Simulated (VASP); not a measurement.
# PbF2 (Fm-3m) in VASP: a series of runs

PbF2 is run at these levels: PBE; tasks: single point, relaxation of cell and atoms.

All numbers are computed with VASP 6.6.1; they aren't measurements. Logs are shortened: lines on timing, memory, paths and dates and some standing lists are left out, and cuts for length are marked.

### Step 1. The cell of the first run

It takes space group Fm-3m (No. 225, cubic). The conventional cell has a = 5.916 Å, b = 5.916 Å, c = 5.916 Å, α = 90.00°, β = 90.00°, γ = 90.00°. Within 3.4 Å of Pb (site symmetry m-3m) lie 8 F at 2.56 Å. Within 3.4 Å of F (site symmetry -43m) lie 4 Pb at 2.56 Å and 6 F at 2.96 Å.

### Step 2. Single point, PBE

INCAR

```
PREC = Accurate
ENCUT = 520
EDIFF = 1E-6
ISMEAR = 0
SIGMA = 0.1
LREAL = False
LASPH = True
NELM = 60
ALGO = Normal
ISIF = 2
LWAVE = False
LCHARG = False
GGA = PE
NBANDS = 21
```

KPOINTS

```
regular mesh
0
Gamma
  6 6 6
```

POSCAR

```
PbF2
1.0
    0.0000000000      2.9579484323      2.9579484323
    2.9579484323      0.0000000000      2.9579484323
    2.9579484323      2.9579484323      0.0000000000
Pb F
1 2
Direct
    0.0000000000      0.0000000000      0.0000000000
    0.7500000000      0.7500000000      0.7500000000
    0.2500000000      0.2500000000      0.2500000000
```

Potentials or basis: VASP PAW PBE potentials, release 64 (Pb_d, F).

The run is started by

```console
cat potpaw_PBE.64/Pb_d/POTCAR potpaw_PBE.64/F/POTCAR > POTCAR
mpirun -np 1 vasp_std > vasp.out
```

OUTCAR:

```text
PREC = Accurate
   ENCUT = 520
   EDIFF = 1E-6
   ISMEAR = 0
   LREAL = False
   LASPH = True
   NELM = 60
   ISIF = 2
   GGA = PE

 ion  position               nearest neighbor table
   1  0.000  0.000  0.000-   2 2.56   3 2.56   2 2.56   2 2.56   3 2.56   2 2.56   3 2.56   3 2.56

   2  0.750  0.750  0.750-   1 2.56   1 2.56   1 2.56   1 2.56
   3  0.250  0.250  0.250-   1 2.56   1 2.56   1 2.56   1 2.56

  LATTYP: Found a face centered cubic cell.
 ALAT       =     5.9158968646

  Lattice vectors:

 A1 = (   0.0000000000,   2.9579484323,   2.9579484323)
 A2 = (   2.9579484323,   0.0000000000,   2.9579484323)
 A3 = (   2.9579484323,   2.9579484323,   0.0000000000)

Analysis of symmetry for initial positions (statically):
=====================================================================
 Subroutine PRICEL returns:
 Original cell was already a primitive cell.

 Routine SETGRP: Setting up the symmetry group for a
 face centered cubic supercell.

 Subroutine GETGRP returns: Found 48 space group operations
 (whereof 48 operations were pure point group operations)
 out of a pool of 48 trial point group operations.

The static configuration has the point symmetry O_h .

Analysis of symmetry for dynamics (positions and initial velocities):
=====================================================================
 Subroutine PRICEL returns:
 Original cell was already a primitive cell.

 Routine SETGRP: Setting up the symmetry group for a
 face centered cubic supercell.

 Subroutine GETGRP returns: Found 48 space group operations
 (whereof 48 operations were pure point group operations)
 out of a pool of 48 trial point group operations.

The dynamic configuration has the point symmetry O_h .

 Subroutine INISYM returns: Found 48 space group operations
 (whereof 48 operations are pure point group operations),
 and found     1 'primitive' translations

----------------------------------------------------------------------------------------

                                     Primitive cell

  volume of cell :      51.7609

  direct lattice vectors                    reciprocal lattice vectors
     0.000000000  2.957948432  2.957948432    -0.169036077  0.169036077  0.169036077
     2.957948432  0.000000000  2.957948432     0.169036077 -0.169036077  0.169036077
     2.957948432  2.957948432  0.000000000     0.169036077  0.169036077 -0.169036077

[... 65 lines left out ...]
   NGXF,Y,Z  is equivalent  to a cutoff of  25.43, 25.43, 25.43 a.u.
 SYSTEM =  unknown system
   PREC   = accura    normal or accurate (medium, high low for compatibility)
   ISTART =      0    job   : 0-new  1-cont  2-samecut
   ICHARG =      2    charge: 1-file 2-atom 10-const
   ISPIN  =      1    spin polarized calculation?
   LNONCOLLINEAR =      F non collinear calculations
   LSORBIT =      F    spin-orbit coupling
   LASPH  =      T    aspherical Exc in radial PAW
   ENCUT  =  520.0 eV  38.22 Ry    6.18 a.u.   7.78  7.78  7.78*2*pi/ulx,y,z
   NELM   =     60;   NELMIN=  2; NELMDL= -5     # of ELM steps
   EDIFF  = 0.1E-05   stopping-criterion for ELM
   LREAL  =      F    real-space projection
[... 7 lines left out ...]
   TEBEG  =    0.0;   TEEND  =   0.0 temperature during run
   PSTRESS=    0.0 pullay stress
   NELECT =      28.0000    total number of electrons
   NUPDOWN=      -1.0000    fix difference up-down
   EMIN   =  10.00;   EMAX   =-10.00  energy-range for DOS
   EFERMI =   0.00;   METHOD = LEGACY
   ISMEAR =     0;   SIGMA  =   0.10  broadening in eV -4-tet -1-fermi 0-gaus
   EFERMI_NEDOS =   21; number of points for ismear=-14 and -15
   IALGO  =     38    algorithm
   IMIX   =      4    mixing-type and parameters
     AMIX     =   0.40;   BMIX     =  1.00
     AMIX_MAG =   1.60;   BMIX_MAG =  1.00
  volume/ion in A,a.u.               =      17.25       116.43
  Fermi-wavevector in a.u.,A,eV,Ry     =   1.333911  2.520727 24.209105  1.779319
  Thomas-Fermi vector in A             =   2.462733
   LORBIT       =      0    0 simple, 1 ext, 2 COOP (PROOUT), +10 PAW based schemes
   GGA     = PE    functional components
   LHFCALC =     F    Hartree Fock is set to
   AEXX    =    0.0000 exact exchange contribution
   IVDW    =     0    specifies the selected vdW correction
   LEPSILON=     F    determine dielectric tensor
   LRPA    =     F    only Hartree local field effects (RPA)
 non-spin polarized calculation
 Gauss-broadening in eV      SIGMA  =   0.10
  energy-cutoff  :      520.00
  volume of cell :       51.76
 maximum number of plane-waves:      1411
   NGX = 15   NGY = 15   NGZ = 15

 number of electron      28.0000001 magnetization

 Free energy of the ion-electron system (eV)
  ---------------------------------------------------
  ext. energy  EPLUGINS =         0.00000000
  ---------------------------------------------------
  free energy    TOTEN  =       -14.32839671 eV

  energy without entropy =      -14.32839671  energy(sigma->0) =      -14.32839671

 E-fermi :   2.4408     XC(G=0):  -9.4352

 val. band max:        1.9382407550   @ k =  -0.3333   0.3333   0.1667
 cond. band min:       6.3763882499   @ k =   0.5000   0.5000   0.0000
 fundamental gap:      4.4381474949
 Fermi energy:         2.4407500988

 k-point     1 :       0.0000    0.0000    0.0000
  band No.  band energies     occupation
      1     -19.1847      2.00000
      2     -18.5535      2.00000
      3     -12.4833      2.00000
      4     -12.4833      2.00000
      5     -12.4833      2.00000
      6     -12.4241      2.00000
[... 373 lines left out ...]
     20      17.3311      0.00000
     21      18.5982      0.00000

------------------------ aborting loop because EDIFF is reached ----------------------------------------

  FORCE on cell =-STRESS in cart. coord.  units (eV):
  Direction    XX          YY          ZZ          XY          YZ          ZX
  --------------------------------------------------------------------------------------
  -------------------------------------------------------------------------------------
  Total        0.9517055      0.9517055      0.9517055     -0.0000000     -0.0000000      0.0000000
  in kB       29.4585489     29.4585489     29.4585489     -0.0000000     -0.0000000      0.0000000
  external PRESSURE =      29.4585489 kB  Pullay stress =       0.0000000 kB

 VOLUME and BASIS-vectors are now :
 -----------------------------------------------------------------------------
  energy-cutoff  :      520.00
  volume of cell :       51.76
      direct lattice vectors                 reciprocal lattice vectors
     0.000000000  2.957948432  2.957948432    -0.169036077  0.169036077  0.169036077
     2.957948432  0.000000000  2.957948432     0.169036077 -0.169036077  0.169036077
     2.957948432  2.957948432  0.000000000     0.169036077  0.169036077 -0.169036077

 POSITION                                       TOTAL-FORCE (eV/Angst)
 -----------------------------------------------------------------------------------
      0.00000      0.00000      0.00000         0.000000     -0.000000     -0.000000
      4.43692      4.43692      4.43692        -0.000000     -0.000000     -0.000000
      1.47897      1.47897      1.47897         0.000000      0.000000      0.000000
 -----------------------------------------------------------------------------------
    total drift:                                0.000000     -0.000000      0.000000

  FREE ENERGIE OF THE ION-ELECTRON SYSTEM (eV)
  ---------------------------------------------------
  free  energy   TOTEN  =       -14.3283967098 eV

  energy  without entropy=      -14.3283967098  energy(sigma->0) =      -14.32839671
```

OSZICAR:

```text
N       E                     dE             d eps       ncg     rms          rms(c)
DAV:   1     0.285449307525E+03    0.28545E+03   -0.14616E+04   680   0.151E+03
DAV:   2     0.897973936949E+01   -0.27647E+03   -0.25865E+03   733   0.416E+02
DAV:   3    -0.155406183218E+02   -0.24520E+02   -0.24244E+02   792   0.133E+02
DAV:   4    -0.162265224285E+02   -0.68590E+00   -0.68552E+00   762   0.235E+01
DAV:   5    -0.162516695202E+02   -0.25147E-01   -0.25146E-01   897   0.469E+00    0.799E+00
DAV:   6    -0.143321373087E+02    0.19195E+01   -0.86576E+00   911   0.232E+01    0.263E+00
DAV:   7    -0.143327367739E+02   -0.59947E-03   -0.45139E-01   707   0.407E+00    0.156E+00
DAV:   8    -0.143308841220E+02    0.18527E-02   -0.10321E-01   702   0.354E+00    0.558E-01
DAV:   9    -0.143272560462E+02    0.36281E-02   -0.20304E-02   901   0.108E+00    0.102E-01
DAV:  10    -0.143283982646E+02   -0.11422E-02   -0.15356E-03   687   0.326E-01    0.330E-02
DAV:  11    -0.143283875178E+02    0.10747E-04   -0.12788E-04   778   0.956E-02    0.919E-03
DAV:  12    -0.143283978680E+02   -0.10350E-04   -0.23376E-05   705   0.366E-02    0.819E-03
DAV:  13    -0.143283966634E+02    0.12045E-05   -0.70482E-06   802   0.246E-02    0.724E-04
DAV:  14    -0.143283967098E+02   -0.46412E-07   -0.42085E-07   481   0.520E-03
   1 F= -.14328397E+02 E0= -.14328397E+02  d E =-.104206E-12
```

Run time: 9.1 s. Hardware: 1 thread of Intel Xeon 6975P-C (Granite Rapids), shared host; peak memory 0.17 GiB.

What came out:

- Free energy: -14.3284 eV
- Pressure: 2.9 GPa
- Band gap on the k mesh: 4.44 eV, indirect (least direct gap 4.56 eV)

Levels at points of the mesh, in eV from the valence-band top:
```csv
k point,band 10,band 11,band 12,band 13,band 14,band 15,band 16,band 17,band 18,band 19
"(0.00, 0.00, 0.00)",-2.49,-2.49,-1.99,-1.99,-1.99,6.80,6.80,6.80,10.68,15.18
"(0.50, 0.00, 0.00)",-2.70,-2.70,-2.16,-2.16,-0.01,5.05,7.71,7.71,13.25,13.78
"(0.50, 0.50, 0.00)",-3.58,-1.57,-1.56,-1.56,-0.12,4.44,7.94,7.94,8.97,14.25
```

Caveat: spin-orbit coupling is left out, which moves the levels of the heavy elements.

### Step 3. Single point, PBE

This run uses another cell than the first one, of 18.00 Å³/atom, 1.043 times its volume.

INCAR

```
PREC = Accurate
ENCUT = 520
EDIFF = 1E-7
ISMEAR = 0
SIGMA = 0.02
LREAL = F
LASPH = T
NELM = 80
ALGO = Normal
ISIF = 2
LWAVE = F
LCHARG = T
GGA = PE
LELF = T
LVHAR = T
NBANDS = 21
```

KPOINTS

```
regular mesh
0
Gamma
  8 8 8
```

POSCAR

```
PbF2
1.0
    0.0000000000      2.9998549106      2.9998549106
    2.9998549106      0.0000000000      2.9998549106
    2.9998549106      2.9998549106      0.0000000000
Pb F
1 2
Direct
    0.0000000000      0.0000000000      0.0000000000
    0.7500000000      0.7500000000      0.7500000000
    0.2500000000      0.2500000000      0.2500000000
```

Potentials or basis: VASP PAW PBE potentials, release 64 (Pb_d, F).

The run is started by

```console
cat potpaw_PBE.64/Pb_d/POTCAR potpaw_PBE.64/F/POTCAR > POTCAR
mpirun -np 1 vasp_std > vasp.out
```

Wall time 18 s (1 thread of Intel Xeon 6975P-C (Granite Rapids), shared host); peak memory 0.18 GiB.

The run converged. Its results:

```
Free energy            : -14.3510 eV
Pressure               : -0.2 GPa
Band gap on the k mesh : 4.42 eV, indirect (least direct gap 4.56 eV)
```

Levels at points of the mesh, in eV from the valence-band top:
```csv
k point,band 10,band 11,band 12,band 13,band 14,band 15,band 16,band 17,band 18,band 19
"(0.00, 0.00, 0.00)",-2.24,-2.24,-1.75,-1.75,-1.75,6.73,6.73,6.73,10.54,15.07
"(0.50, 0.00, 0.00)",-2.42,-2.42,-1.92,-1.92,-0.01,5.03,7.55,7.55,13.16,13.68
"(0.50, 0.50, 0.00)",-3.25,-1.36,-1.36,-1.35,-0.14,4.42,7.77,7.77,9.04,14.05
```

Caveat: spin-orbit coupling is left out, which moves the levels of the heavy elements. A k mesh can miss the band edges.

### Step 4. Relaxation of cell and atoms, PBE

INCAR

```
SYSTEM = PbF2
  PREC = Accurate
  ENCUT = 600
  EDIFF = 1E-6
  ISMEAR = 0
  SIGMA = 0.02
  LREAL = .FALSE.
  LASPH = .TRUE.
  NELM = 100
  ALGO = Normal
  ISIF = 3
  LWAVE = .FALSE.
  LCHARG = .FALSE.
  GGA = PE
  IBRION = 2
  NSW = 100
  EDIFFG = -0.01
```

KPOINTS

```
regular mesh
0
G
  8 8 8
  0 0 0
```

POSCAR

```
PbF2
1.0
    0.0000000000      2.9579484323      2.9579484323
    2.9579484323      0.0000000000      2.9579484323
    2.9579484323      2.9579484323      0.0000000000
Pb F
1 2
Direct
    0.0000000000      0.0000000000      0.0000000000
    0.7500000000      0.7500000000      0.7500000000
    0.2500000000      0.2500000000      0.2500000000
```

The run is started by

```console
cat potpaw_PBE.64/Pb_d/POTCAR potpaw_PBE.64/F/POTCAR > POTCAR
mpirun -np 1 vasp_std > vasp.out
```

It took 40 s on 1 thread of Intel Xeon 6975P-C (Granite Rapids), shared host; peak memory 0.21 GiB.

It converged, with:

```
Free energy                            : -14.3500 eV
Relaxed volume                         : 17.95 Å³/atom
Relaxed cell                           : a = 4.239 Å, b = 4.239 Å, c = 4.239 Å, α = 60.00°, β = 60.00°, γ = 60.00°
Space group after relaxing (to 0.05 Å) : Fm-3m (No. 225)
Energy gained by relaxing              : 6.1 meV/atom
Ionic steps                            : 3
Pressure after relaxing                : 0.0 GPa
Band gap on the k mesh                 : 4.42 eV, indirect (least direct gap 4.56 eV)
```

Step by step:
```csv
step,energy change (eV),largest force (eV/Å),pressure (GPa),volume (Å³)
1,0.0000,0.0000,2.90,51.76
2,-0.0179,0.0000,-0.35,54.13
3,-0.0182,0.0000,0.01,53.84
```

Final structure:
```
Pb F
1.0
     0.00000    2.99712    2.99712
     2.99712    0.00000    2.99712
     2.99712    2.99712    0.00000
Pb F
1 2
Direct
  0.00000 0.00000 0.00000
  0.75000 0.75000 0.75000
  0.25000 0.25000 0.25000
```

Levels at points of the mesh, in eV from the valence-band top:
| k point | band 12 | band 13 | band 14 | band 15 | band 16 | band 17 |
| --- | --- | --- | --- | --- | --- | --- |
| (0.00, 0.00, 0.00) | -1.77 | -1.77 | -1.77 | 6.74 | 6.74 | 6.74 |
| (0.50, 0.00, 0.00) | -1.94 | -1.94 | -0.01 | 5.03 | 7.56 | 7.56 |
| (0.50, 0.50, 0.00) | -1.37 | -1.37 | -0.14 | 4.42 | 7.78 | 7.78 |

Caveat: spin-orbit coupling is left out, which moves the levels of the heavy elements. A hybrid or GW would open this gap; PBE tends to underestimate it.

### Step 5. Overview

```tsv
task	cell	k mesh	cutoff (eV)	smearing	gap on the mesh (eV)	pressure (GPa)
single point	a = 4.183 Å, angles 60.0°, 3 atoms	6 × 6 × 6	520	gaussian 0.1 eV	4.44	2.9
single point	a = 4.242 Å, angles 60.0°, 3 atoms	8 × 8 × 8	520	gaussian 0.02 eV	4.42	-0.2
relaxation of cell and atoms	relaxed from a = 4.183 Å, angles 60.0°, 3 atoms	8 × 8 × 8	600	gaussian 0.02 eV	4.42	0.0
```

Alike in all rows: level PBE; potentials or basis VASP PAW PBE potentials, release 64 (Pb_d, F); no spin polarisation.

Caveats: spin-orbit coupling is left out, which moves the levels of the heavy elements.

Absolute energies hang on the potentials; compare differences alone.
